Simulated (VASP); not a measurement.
# SnSe2 (Cm) in VASP: notebook, part 2 of 2

VASP 6.6.1. Earlier steps stand in the parts before.

### 4 Single point, PBEsol

The input, INCAR:

```
ALGO = Normal
EDIFF = 1E-7
ENCUT = 520
GGA = PS
ISIF = 2
ISMEAR = 0
LASPH = True
LCHARG = False
LREAL = False
LWAVE = False
NBANDS = 20
NELM = 60
PREC = Accurate
SIGMA = 0.05
```

The input, KPOINTS:

```
k-points
0
Gamma
  12 12 6
```

The input, POSCAR:

```
SnSe2
1.0
    3.8109987816      0.0000000000      0.0000000000
   -1.9054993908      3.3004217586      0.0000000000
    0.0000000000      0.0000000000      6.1370000000
Sn Se
1 2
Direct
    0.0000000000      0.0000000000      0.0000000000
    0.3519734990      0.7039469980      0.2639801242
    0.6853068323      0.3706136646      0.7639801242
```

Potentials or basis: VASP PAW PBE potentials, release 64 (Sn_d, Se).

The run is started by

```sh
cat potpaw_PBE.64/Sn_d/POTCAR potpaw_PBE.64/Se/POTCAR > POTCAR
mpirun -np 1 vasp_std > vasp.out
```

OUTCAR:

```text
EDIFF = 1E-7
   ENCUT = 520
   GGA = PS
   ISIF = 2
   ISMEAR = 0
   LASPH = True
   LREAL = False
   NELM = 60
   PREC = Accurate

 ion  position               nearest neighbor table
   1  0.000  0.000  0.000-   3 2.53   2 2.69   2 2.69   3 2.69   3 2.69   2 2.83
   2  0.352  0.704  0.264-   1 2.69   1 2.69   1 2.83
   3  0.685  0.371  0.764-   1 2.53   1 2.69   1 2.69

  LATTYP: Found a hexagonal cell.
 ALAT       =     3.8109987816
 C/A-ratio  =     1.6103390087

  Lattice vectors:

 A1 = (   3.8109987816,   0.0000000000,   0.0000000000)
 A2 = (  -1.9054993908,   3.3004217586,   0.0000000000)
 A3 = (   0.0000000000,   0.0000000000,   6.1370000000)

Analysis of symmetry for initial positions (statically):
=====================================================================
 Subroutine PRICEL returns:
 Original cell was already a primitive cell.

 Routine SETGRP: Setting up the symmetry group for a
 hexagonal supercell.

 Subroutine GETGRP returns: Found  2 space group operations
 (whereof  2 operations were pure point group operations)
 out of a pool of 24 trial point group operations.

The static configuration has the point symmetry C_1h.

Analysis of symmetry for dynamics (positions and initial velocities):
=====================================================================
 Subroutine PRICEL returns:
 Original cell was already a primitive cell.

 Routine SETGRP: Setting up the symmetry group for a
 hexagonal supercell.

 Subroutine GETGRP returns: Found  2 space group operations
 (whereof  2 operations were pure point group operations)
 out of a pool of 24 trial point group operations.

The dynamic configuration has the point symmetry C_1h.

 Subroutine INISYM returns: Found  2 space group operations
 (whereof  2 operations are pure point group operations),
 and found     1 'primitive' translations

----------------------------------------------------------------------------------------

                                     Primitive cell

  volume of cell :      77.1906

  direct lattice vectors                    reciprocal lattice vectors
     3.810998782  0.000000000  0.000000000     0.262398405  0.151495789  0.000000000
    -1.905499391  3.300421759  0.000000000     0.000000000  0.302991579  0.000000000
     0.000000000  0.000000000  6.137000000     0.000000000  0.000000000  0.162946065

  length of vectors
     3.810998782  3.810998782  6.137000000     0.302991579  0.302991579  0.162946065

  position of ions in fractional coordinates (direct lattice)
     0.000000000  0.000000000  0.000000000
     0.351973499  0.703946998  0.263980124
     0.685306832  0.370613665  0.763980124

  ion indices of the primitive-cell ions
   primitive index   ion index
                 1           1
                 2           2
                 3           3

----------------------------------------------------------------------------------------

 KPOINTS: k-points

Automatic generation of k-mesh.
 Grid dimensions read from file:
 generate k-points for:   12   12    6

 Generating k-lattice:

  Cartesian coordinates                     Fractional coordinates (reciprocal lattice)
     0.021866534  0.012624649  0.000000000     0.083333333 -0.000000000  0.000000000
     0.000000000  0.025249298  0.000000000     0.000000000  0.083333333  0.000000000
     0.000000000  0.000000000  0.027157677     0.000000000  0.000000000  0.166666667

  Length of vectors
     0.025249298  0.025249298  0.027157677

  Shift w.r.t. Gamma in fractional coordinates (k-lattice)
     0.000000000  0.000000000  0.000000000

 Subroutine IBZKPT returns following result:
 ===========================================

 Found    242 irreducible k-points:

 Following reciprocal coordinates:
            Coordinates               Weight
  0.000000  0.000000  0.000000      1.000000
  0.083333  0.000000  0.000000      4.000000
  0.000000  0.083333  0.000000      2.000000
  0.166667  0.000000  0.000000      4.000000
  0.000000  0.166667  0.000000      2.000000
  0.250000 -0.000000  0.000000      4.000000
[... 16 lines left out ...]
 -0.083333  0.416667  0.000000      4.000000
 -0.416667  0.333333  0.000000      4.000000
 [... further k-points ...]
   k-points           NKPTS =    242   k-points in BZ     NKDIM =    242   number of bands    NBANDS=     20
   number of dos      NEDOS =    301   number of ions     NIONS =      3
   total plane-waves  NPLWV =  37632
   dimension x,y,z NGX =    28 NGY =   28 NGZ =   48
   dimension x,y,z NGXF=    56 NGYF=   56 NGZF=   96
   ions per type =               1   2
   NGX,Y,Z   is equivalent  to a cutoff of  12.21, 12.21, 13.00 a.u.
   NGXF,Y,Z  is equivalent  to a cutoff of  24.43, 24.43, 26.01 a.u.
 SYSTEM =  unknown system
   PREC   = accura    normal or accurate (medium, high low for compatibility)
   ISTART =      0    job   : 0-new  1-cont  2-samecut
   ICHARG =      2    charge: 1-file 2-atom 10-const
   ISPIN  =      1    spin polarized calculation?
   LNONCOLLINEAR =      F non collinear calculations
   LSORBIT =      F    spin-orbit coupling
   LASPH  =      T    aspherical Exc in radial PAW
   ENCUT  =  520.0 eV  38.22 Ry    6.18 a.u.   7.09  7.09 11.41*2*pi/ulx,y,z
   NELM   =     60;   NELMIN=  2; NELMDL= -5     # of ELM steps
   EDIFF  = 0.1E-06   stopping-criterion for ELM
   LREAL  =      F    real-space projection
   EDIFFG = 0.1E-05   stopping-criterion for IOM
   NSW    =      0    number of steps for IOM
   IBRION =     -1    ionic relax: 0-MD 1-quasi-New 2-CG
   NFREE  =      0    steps in history (QN), initial steepest desc. (CG)
   ISIF   =      2    stress and relaxation
   ISYM   =      2    0-nonsym 1-usesym 2-fastsym
   POTIM  = 0.5000    time-step for ionic-motion
   TEBEG  =    0.0;   TEEND  =   0.0 temperature during run
   PSTRESS=    0.0 pullay stress
   NELECT =      26.0000    total number of electrons
   NUPDOWN=      -1.0000    fix difference up-down
   EMIN   =  10.00;   EMAX   =-10.00  energy-range for DOS
   EFERMI =   0.00;   METHOD = LEGACY
   ISMEAR =     0;   SIGMA  =   0.05  broadening in eV -4-tet -1-fermi 0-gaus
   EFERMI_NEDOS =   21; number of points for ismear=-14 and -15
   IALGO  =     38    algorithm
   IMIX   =      4    mixing-type and parameters
     AMIX     =   0.40;   BMIX     =  1.00
     AMIX_MAG =   1.60;   BMIX_MAG =  1.00
  volume/ion in A,a.u.               =      25.73       173.64
  Fermi-wavevector in a.u.,A,eV,Ry     =   1.139054  2.152501 17.652812  1.297445
  Thomas-Fermi vector in A             =   2.275758
   LORBIT       =      0    0 simple, 1 ext, 2 COOP (PROOUT), +10 PAW based schemes
   GGA     = PS    functional components
   LHFCALC =     F    Hartree Fock is set to
   AEXX    =    0.0000 exact exchange contribution
   IVDW    =     0    specifies the selected vdW correction
   LEPSILON=     F    determine dielectric tensor
   LRPA    =     F    only Hartree local field effects (RPA)
 non-spin polarized calculation
 Gauss-broadening in eV      SIGMA  =   0.05
  energy-cutoff  :      520.00
  volume of cell :       77.19
 maximum number of plane-waves:      2109
   NGX = 15   NGY = 15   NGZ = 23

 number of electron      26.0000005 magnetization

 Free energy of the ion-electron system (eV)
  ---------------------------------------------------
  ext. energy  EPLUGINS =         0.00000000
  ---------------------------------------------------
  free energy    TOTEN  =       -12.84243364 eV

  energy without entropy =      -12.84243364  energy(sigma->0) =      -12.84243364

 E-fermi :   4.4323     XC(G=0):  -9.6416

 val. band max:        4.1245332368   @ k =   0.0000   0.0000   0.5000
 cond. band min:       4.7056233474   @ k =  -0.4167   0.0000   0.3333
 fundamental gap:      0.5810901106
 Fermi energy:         4.4323197518

 k-point     1 :       0.0000    0.0000    0.0000
  band No.  band energies     occupation
      1     -17.1478      2.00000
      2     -17.1317      2.00000
      3     -17.0942      2.00000
      4     -17.0800      2.00000
      5     -17.0789      2.00000
      6     -10.0464      2.00000
[... 12 lines left out ...]
     19      12.9021      0.00000
     20      13.0158      0.00000
[... 507 lines left out ...]
 k-point    24 :      -0.4167    0.3333    0.0000
  band No.  band energies     occupation
      1     -17.1857      2.00000
      2     -17.1275      2.00000
      3     -17.0994      2.00000
      4     -17.0673      2.00000
      5     -17.0546      2.00000
      6      -8.7991      2.00000
[... 12 lines left out ...]
     19      12.7727      0.00000
     20      14.0100      0.00000

 [... further k-points ...]

------------------------ aborting loop because EDIFF is reached ----------------------------------------

  FORCE on cell =-STRESS in cart. coord.  units (eV):
  Direction    XX          YY          ZZ          XY          YZ          ZX
  --------------------------------------------------------------------------------------
  -------------------------------------------------------------------------------------
  Total        0.7949797      1.5757040      1.8791255      0.0000000      0.5473217      0.0000000
  in kB       16.5006958     32.7055034     39.0033567      0.0000000     11.3602751      0.0000000
  external PRESSURE =      29.4031853 kB  Pullay stress =       0.0000000 kB

 VOLUME and BASIS-vectors are now :
 -----------------------------------------------------------------------------
  energy-cutoff  :      520.00
  volume of cell :       77.19
      direct lattice vectors                 reciprocal lattice vectors
     3.810998782  0.000000000  0.000000000     0.262398405  0.151495789  0.000000000
    -1.905499391  3.300421759  0.000000000     0.000000000  0.302991579  0.000000000
     0.000000000  0.000000000  6.137000000     0.000000000  0.000000000  0.162946065

 POSITION                                       TOTAL-FORCE (eV/Angst)
 -----------------------------------------------------------------------------------
      0.00000      0.00000      0.00000         0.000000      0.852067      1.415807
      0.00000      2.32332      1.62005         0.000000     -0.226991     -0.036399
      1.90550      1.22318      4.68855        -0.000000     -0.625076     -1.379408
 -----------------------------------------------------------------------------------
    total drift:                               -0.000000      0.000079      0.000014

  FREE ENERGIE OF THE ION-ELECTRON SYSTEM (eV)
  ---------------------------------------------------
  free  energy   TOTEN  =       -12.8424336411 eV

  energy  without entropy=      -12.8424336411  energy(sigma->0) =      -12.84243364
```

stdout:

```text
POSCAR found type information on POSCAR SnSe
 POSCAR found :  2 types and       3 ions
 scaLAPACK will be used
 -----------------------------------------------------------------------------
|                                                                             |
|                                                                             |
|     You enforced a specific xc type in the INCAR file but a different       |
|     I HOPE YOU KNOW WHAT YOU ARE DOING!                                     |
|                                                                             |
 -----------------------------------------------------------------------------

 LDA part: xc-table for (Slater+PW92), standard interpolation
 POSCAR, INCAR and KPOINTS ok, starting setup
 FFT: planning ... GRIDC
 FFT: planning ... GRID_SOFT
 FFT: planning ... GRID
 WAVECAR not read
 entering main loop
```

Wall time 6.9 min (1 thread of Oxide Virtual Turin-like, shared host); peak memory 0.43 GiB.

What came out:

```
Free energy            : -12.8424 eV
Pressure               : 2.9 GPa
Largest force          : 1.652 eV/Å
Band gap on the k mesh : 0.58 eV (least direct gap 0.88 eV)
```

Forces in eV/Å, atoms in the order of the input:
```
Sn   0.000  0.852  1.416
Se   0.000 -0.227 -0.036
Se   0.000 -0.625 -1.379
```

Caveat: the cell differs from its parent crystal (all Se atoms moved -0.150 Å, as atom 2 towards its neighbour atom 1 (Sn) at 2.682 Å); semilocal functionals underestimate gaps, and a narrow one can read as zero; the PAW data sets were made with another functional, which shifts forces and pressure a little; spin-orbit coupling is left out, which moves the levels of the heavy elements; this functional lacks dispersion, which binds layers or chains, so the pressure and a relaxed spacing across them are unreliable.

### 5 Summary

```csv
cell,gap on the mesh (eV),pressure (GPa),largest force (eV/Å)
"as given, atomic positions A",0.13,4.8,3.77
"as given, atomic positions B",0.35,3.7,2.62
"as given, atomic positions C",0.58,2.9,1.65
```

Alike in all rows: task single point; level PBEsol; potentials or basis VASP PAW PBE potentials, release 64 (Sn_d, Se); no spin polarisation; k mesh 12 × 12 × 6; cutoff (eV) 520; smearing gaussian 0.05 eV.

Caveats: semilocal functionals underestimate gaps, and a narrow one can read as zero; the PAW data sets were made with another functional, which shifts forces and pressure a little; spin-orbit coupling is left out, which moves the levels of the heavy elements; this functional lacks dispersion, which binds layers or chains, so the pressure and a relaxed spacing across them are unreliable; the stress differs along the axes, from 1 to 8 GPa (at least some runs); the cell stands under pressure (at least some runs).

Absolute energies hang on the potentials; compare differences alone.
